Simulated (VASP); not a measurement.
Write the native input for VASP 6.6.1 that does the following.

- Task: single point
- Functional: r2SCAN
- Potentials or basis: VASP PAW PBE potentials, release 64 (W_sv)
- Cutoff: 520 eV
- k mesh: 24 × 24 × 22
- Occupations: gaussian, width 0.1 eV
- Spin: no spin polarisation
- Dipole correction: no
- Further INCAR settings: ALGO = Normal; EDIFF = 1e-06; NBANDS = 13

Crystal: W.

```xyz
1
Lattice="2.7677 0.0000 0.0000 -1.3838 2.3969 0.0000 0.0000 0.0000 2.5888" Properties=species:S:1:pos:R:3 pbc="T T T"
W     0.0000    0.0000    0.0000
```

One way to write it, as run:

POSCAR

```
W
1.0
    2.7676868875      0.0000000000      0.0000000000
   -1.3838434437      2.3968871543      0.0000000000
    0.0000000000      0.0000000000      2.5887767744
W
1
Direct
    0.0000000000      0.0000000000      0.0000000000
```

INCAR.step1

```
PREC = Accurate ; ENCUT = 520
ISMEAR = 0 ; SIGMA = 0.1
LREAL = F ; LASPH = T
NELM = 100 ; NBANDS = 13
GGA = PE ; ALGO = Normal
EDIFF = 1E-4 ; LWAVE = T
LCHARG = F
```

INCAR.step2

```
PREC = Accurate ; ENCUT = 520
EDIFF = 1E-6 ; ISMEAR = 0
SIGMA = 0.1 ; LREAL = F
LASPH = T ; NELM = 100
ALGO = Normal ; ISIF = 2
LWAVE = F ; LCHARG = F
METAGGA = R2SCAN ; LMIXTAU = T
NBANDS = 13 ; ISTART = 1
```

KPOINTS

```
Automatic mesh
0
Gamma
  24 24 22
```

Potentials or basis: VASP PAW PBE potentials, release 64 (W_sv).

Run with:

```bash
$ cat potpaw_PBE.64/W_sv/POTCAR > POTCAR
$ cp INCAR.step1 INCAR
$ mpirun -np 1 vasp_std > vasp.out
$ cp INCAR.step2 INCAR
$ mpirun -np 1 vasp_std > vasp.out
```

Results of the run:

```yaml
Pressure: 1.3 GPa
Band_gap_on_the_k_mesh: zero (band 7 reaches 11.17 eV, above the bottom of band 8 at 8.96 eV)
```

Caveat: the PAW data sets were made with another functional, which shifts forces and pressure a little; spin-orbit coupling is left out, which moves the levels of the heavy elements.

Wall time 3.5 min on 1 thread of Intel(R) Xeon(R) Platinum 8488C (Sapphire Rapids) (shared host), peak memory 0.26 GiB.
